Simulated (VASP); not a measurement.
Wanted: the native input for a VASP 6.6.1 run.

| Quantity | Value |
| --- | --- |
| Task | single point |
| Functional | PBE |
| Potentials or basis | VASP PAW PBE potentials, release 64 (Mn_pv, H) |
| Cutoff | 520 eV |
| k mesh | 18 × 18 × 6 |
| Occupations | gaussian, width 0.1 eV |
| Spin | collinear spin, ferromagnetic start |
| Starting moments | [1.49, 0.0, 0.0, 0.0, 0.0] μB |
| Dipole correction | no |
| Further INCAR settings | ALGO = Normal; EDIFF = 1e-06; NBANDS = 20 |

The structure of MnH4 lies in POSCAR:

```
MnH4
1.0
    2.4275941887      0.0000000000      0.0000000000
   -1.2137970944      2.1023582375      0.0000000000
    0.0000000000      0.0000000000      8.6841000947
Mn H
1 4
Direct
    0.0000000000      0.0000000000      0.0000000000
    0.3333333333      0.6666666667      0.8808841188
    0.3333333333      0.6666666667      0.4999588330
    0.6666666667      0.3333333333      0.1191158812
    0.6666666667      0.3333333333      0.5000411670
```

One way to write it, as run:

INCAR

```
SYSTEM = MnH4
  ALGO = Normal
  EDIFF = 1E-6
  ENCUT = 520
  GGA = PE
  ISIF = 2
  ISMEAR = 0
  ISPIN = 2
  LASPH = .TRUE.
  LCHARG = .FALSE.
  LMAXMIX = 4
  LORBIT = 11
  LREAL = .FALSE.
  LWAVE = .FALSE.
  MAGMOM = 1.49 0 0 0 0
  NBANDS = 20
  NELM = 150
  PREC = Accurate
  SIGMA = 0.1
```

KPOINTS

```
k-points
0
G
  18 18 6
  0 0 0
```

Potentials or basis: VASP PAW PBE potentials, release 64 (Mn_pv, H).

Launch:

```sh
$ cat potpaw_PBE.64/Mn_pv/POTCAR potpaw_PBE.64/H/POTCAR > POTCAR
$ mpirun -np 1 vasp_std > vasp.out
```

It gave:

| Quantity | Value |
| --- | --- |
| Pressure | 0.0 GPa |
| Largest force | 0.012 eV/Å |
| Net moment | 1.74 μB per cell |
| Site moments | Mn +1.75; H -0.02, -0.00 μB |
| Valence electrons inside the program's atomic spheres | Mn 12.04; H 0.57, 0.42 |

Run time: 4.6 min on 1 thread of Intel Xeon 6975P-C, with other jobs on the host, peak memory 0.37 GiB.
